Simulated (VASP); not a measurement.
# WC (P3m1) in VASP: further runs, part 2 of 2

VASP 6.6.1. Earlier steps stand in the parts before.

## 3. Single point, PBEsol (all W atoms moved -0.150 Å, as atom 1 along Cartesian [0 0 1])

File INCAR:

```
SYSTEM = WC
PREC = Accurate
ENCUT = 1300
EDIFF = 1E-6
ISMEAR = 0
SIGMA = 0.15
LREAL = .False.
LASPH = .True.
NELM = 120
ALGO = Normal
ISIF = 2
LWAVE = .False.
LCHARG = .True.
GGA = PS
LELF = .True.
LVHAR = .True.
NBANDS = 16
GGA_COMPAT = .False.
```

File KPOINTS:

```
regular mesh
0
Gamma
  6 6 6
  0 0 0
```

File POSCAR:

```
WC
1.0
    2.9005014360      0.0000000000      0.0000000000
   -1.4502507180      2.5119079273      0.0000000000
    0.0000000000      0.0000000000      2.8290000000
W C
1 1
Direct
    0.0000000000      0.0000000000     -0.0530222694
    0.6666666667      0.3333333333      0.5000000000
```

Potentials or basis: VASP PAW PBE potentials, release 64 (W_sv, C_h).

Started as:

```sh
$ cat potpaw_PBE.64/W_sv/POTCAR potpaw_PBE.64/C_h/POTCAR > POTCAR
$ mpirun -np 1 vasp_std > vasp.out
```

OUTCAR:

```text
SYSTEM = WC
   PREC = Accurate
   ENCUT = 1300
   EDIFF = 1E-6
   ISMEAR = 0
   LREAL = .False.
   LASPH = .True.
   NELM = 120
   ISIF = 2
   GGA = PS

 ion  position               nearest neighbor table
   1  0.000  0.000  0.947-   2 2.10   2 2.10   2 2.10   2 2.29   2 2.29   2 2.29
   2  0.667  0.333  0.500-   1 2.10   1 2.10   1 2.10   1 2.29   1 2.29   1 2.29

  LATTYP: Found a hexagonal cell.
 ALAT       =     2.9005014360
 C/A-ratio  =     0.9753485949

  Lattice vectors:

 A1 = (   2.9005014360,   0.0000000000,   0.0000000000)
 A2 = (  -1.4502507180,   2.5119079273,   0.0000000000)
 A3 = (   0.0000000000,   0.0000000000,   2.8290000000)

Analysis of symmetry for initial positions (statically):
=====================================================================
 Subroutine PRICEL returns:
 Original cell was already a primitive cell.

 Routine SETGRP: Setting up the symmetry group for a
 hexagonal supercell.

 Subroutine GETGRP returns: Found  6 space group operations
 (whereof  6 operations were pure point group operations)
 out of a pool of 24 trial point group operations.

The static configuration has the point symmetry C_3v.
[... 161 lines left out ...]

 E-fermi :  11.5728     XC(G=0): -13.9897

 val. band max:       11.4099109829   @ k =   0.3333   0.3333   0.0000
 cond. band min:      11.6415966602   @ k =   0.1667  -0.0000   0.3333
 fundamental gap:      0.2316856773
 Fermi energy:        11.5727752721

 k-point     1 :       0.0000    0.0000    0.0000
  band No.  band energies     occupation
      1     -62.5024      2.00000
      2     -26.4968      2.00000
      3     -26.4039      2.00000
      4     -26.4039      2.00000
      5      -3.1106      2.00000
      6       6.7306      2.00000
[... 433 lines left out ...]
      3     -26.8292      2.00000
      4     -26.5120      2.00000
      5       0.0163      2.00000
      6       5.2806      2.00000
[... 8 lines left out ...]
     15      25.3988      0.00000
     16      27.9391      0.00000

 [... further k-points ...]

------------------------ aborting loop because EDIFF is reached ----------------------------------------

  FORCE on cell =-STRESS in cart. coord.  units (eV):
  Direction    XX          YY          ZZ          XY          YZ          ZX
  --------------------------------------------------------------------------------------
  -------------------------------------------------------------------------------------
  Total        0.6699950      0.6699950      0.7817922      0.0000000      0.0000000      0.0000000
  in kB       52.0801704     52.0801704     60.7704064      0.0000000      0.0000000      0.0000000
  external PRESSURE =      54.9769158 kB  Pullay stress =       0.0000000 kB

 VOLUME and BASIS-vectors are now :
 -----------------------------------------------------------------------------
  energy-cutoff  :     1300.00
  volume of cell :       20.61
      direct lattice vectors                 reciprocal lattice vectors
     2.900501436  0.000000000  0.000000000     0.344767973  0.199051882  0.000000000
    -1.450250718  2.511907927  0.000000000     0.000000000  0.398103764  0.000000000
     0.000000000  0.000000000  2.829000000     0.000000000  0.000000000  0.353481796

 POSITION                                       TOTAL-FORCE (eV/Angst)
 -----------------------------------------------------------------------------------
      0.00000      0.00000      2.67900         0.000000      0.000000      2.191432
      1.45025      0.83730      1.41450        -0.000000     -0.000000     -2.191432
 -----------------------------------------------------------------------------------
    total drift:                               -0.000000      0.000000     -0.000505

  FREE ENERGIE OF THE ION-ELECTRON SYSTEM (eV)
  ---------------------------------------------------
  free  energy   TOTEN  =       -23.7444933860 eV

  energy  without entropy=      -23.7396971135  energy(sigma->0) =      -23.74209525
```

OSZICAR:

```text
N       E                     dE             d eps       ncg     rms          rms(c)
DAV:   1     0.172780135498E+03    0.17278E+03   -0.16132E+04  1088   0.242E+03
DAV:   2    -0.202154627035E+02   -0.19300E+03   -0.18610E+03  1336   0.514E+02
DAV:   3    -0.265945234702E+02   -0.63791E+01   -0.63194E+01  1192   0.770E+01
DAV:   4    -0.266447954494E+02   -0.50272E-01   -0.50265E-01  1424   0.757E+00
DAV:   5    -0.266451309980E+02   -0.33555E-03   -0.33555E-03  1192   0.631E-01    0.342E+01
DAV:   6    -0.238455165294E+02    0.27996E+01   -0.51492E+00  1544   0.250E+01    0.968E+00
DAV:   7    -0.237761135940E+02    0.69403E-01   -0.37883E-01  1104   0.525E+00    0.648E+00
DAV:   8    -0.237456546039E+02    0.30459E-01   -0.66805E-02  1256   0.225E+00    0.773E-01
DAV:   9    -0.237446176590E+02    0.10369E-02   -0.28469E-03  1168   0.443E-01    0.109E-01
DAV:  10    -0.237444933475E+02    0.12431E-03   -0.38870E-04  1280   0.230E-01    0.170E-02
DAV:  11    -0.237444937570E+02   -0.40959E-06   -0.12118E-05  1216   0.383E-02    0.810E-03
DAV:  12    -0.237444933860E+02    0.37105E-06   -0.14645E-06   960   0.126E-02
   1 F= -.23744493E+02 E0= -.23742095E+02  d E =-.479627E-02
```

stdout:

```text
POSCAR found type information on POSCAR W C
 POSCAR found :  2 types and       2 ions
 scaLAPACK will be used
 -----------------------------------------------------------------------------
|                                                                             |
|                                                                             |
|     You enforced a specific xc type in the INCAR file but a different       |
|     I HOPE YOU KNOW WHAT YOU ARE DOING!                                     |
|                                                                             |
 -----------------------------------------------------------------------------

 LDA part: xc-table for (Slater+PW92), standard interpolation
 POSCAR, INCAR and KPOINTS ok, starting setup
 FFT: planning ... GRIDC
 FFT: planning ... GRID_SOFT
 FFT: planning ... GRID
 WAVECAR not read
 entering main loop
```

Wall time 28 s (1 thread of AMD EPYC 9R45 (Zen 5), shared host); peak memory 0.21 GiB.

What came out:

```
Free energy            : -23.7445 eV
Pressure               : 5.5 GPa
Largest force          : 2.191 eV/Å
Band gap on the k mesh : zero (bands 9 and 10 overlap by 1.06 eV)
```

Forces on the atoms (eV/Å):
```
W    0.000  0.000  2.191
C    0.000  0.000 -2.191
```

Stress tensor (GPa, compression positive):
```
5.21 0.00 0.00
0.00 5.21 0.00
0.00 0.00 6.08
```

Caveat: the k points lie up to 0.42 Å⁻¹ apart, too coarse for converged energies and pressures of a metal; the cell differs from its parent crystal (all W atoms moved -0.150 Å, as atom 1 along Cartesian [0 0 1]); the PAW data sets were made with another functional, which shifts forces and pressure a little; spin-orbit coupling is left out, which moves the levels of the heavy elements.

## 4. Single point, PBEsol (all W atoms moved +0.188 Å, as atom 1 along Cartesian [0 0 1])

File INCAR:

```
  PREC = Accurate
  ENCUT = 1300
  EDIFF = 1E-6
  ISMEAR = 0
  SIGMA = 0.15
  LREAL = False
  LASPH = True
  NELM = 120
  ALGO = Normal
  ISIF = 2
  LWAVE = False
  LCHARG = False
  GGA = PS
  NBANDS = 16
  GGA_COMPAT = False
```

File KPOINTS:

```
regular mesh
0
Gamma
  6 6 6
```

Changes to POSCAR since step 3:

```diff
@@ -8,3 +8,3 @@
 Direct
-    0.0000000000      0.0000000000     -0.0530222694
+    0.0000000000      0.0000000000      0.0662778367
     0.6666666667      0.3333333333      0.5000000000
```

Started as:

```sh
$ cat potpaw_PBE.64/W_sv/POTCAR potpaw_PBE.64/C_h/POTCAR > POTCAR
$ mpirun -np 1 vasp_std > vasp.out
```

Wall time 41 s (1 thread of AMD EPYC 7R43 (Zen 3), shared host); peak memory 0.21 GiB.

Results (log left out):

```
Free energy            : -23.6499 eV
Pressure               : 8.3 GPa
Largest force          : 2.863 eV/Å
Band gap on the k mesh : zero (bands 9 and 10 overlap by 1.18 eV)
```

Forces in eV/Å, atoms in the order of the input:
```
W    0.000  0.000 -2.863
C    0.000  0.000  2.863
```

Stress tensor (GPa, compression positive):
```
7.67 0.00 0.00
0.00 7.67 0.00
0.00 0.00 9.69
```

Levels at points of the mesh, in eV from the Fermi level:
```csv
k point,band 5,band 6,band 7,band 8,band 9,band 10,band 11,band 12,band 13,band 14
"(0.00, 0.00, 0.00)",-14.67,-4.97,-3.79,-3.79,0.56,2.87,2.87,6.00,6.00,6.21
"(0.50, 0.00, 0.00)",-11.36,-7.25,-4.16,-3.27,-1.08,2.61,4.42,4.60,5.71,10.56
"(0.00, 0.00, 0.50)",-10.80,-8.75,-2.68,-2.68,-0.61,-0.61,3.82,4.65,4.65,9.43
"(0.50, 0.00, 0.50)",-11.51,-6.91,-4.60,-4.23,0.14,4.21,5.20,6.37,9.00,9.98
```

Caveat: the k points lie up to 0.42 Å⁻¹ apart, too coarse for converged energies and pressures of a metal; the cell differs from its parent crystal (all W atoms moved +0.188 Å, as atom 1 along Cartesian [0 0 1]); the PAW data sets were made with another functional, which shifts forces and pressure a little; spin-orbit coupling is left out, which moves the levels of the heavy elements.

## 5. Overview

| cell | gap on the mesh (eV) | pressure (GPa) | largest force (eV/Å) |
| --- | --- | --- | --- |
| as given, atomic positions A | none | 11.8 | 3.57 |
| as given, atomic positions B | none | 5.5 | 2.19 |
| as given, atomic positions C | none | 8.3 | 2.86 |

Alike in all rows: task single point; level PBEsol; potentials or basis VASP PAW PBE potentials, release 64 (W_sv, C_h); no spin polarisation; k mesh 6 × 6 × 6; cutoff (eV) 1300; smearing gaussian 0.15 eV.

Caveats: all runs use coarse meshes; the PAW data sets were made with another functional, which shifts forces and pressure a little; spin-orbit coupling is left out, which moves the levels of the heavy elements.

Absolute energies hang on the potentials; compare differences alone.

The gap in the log of VASP goes by the Fermi energy; the results here count the filled bands.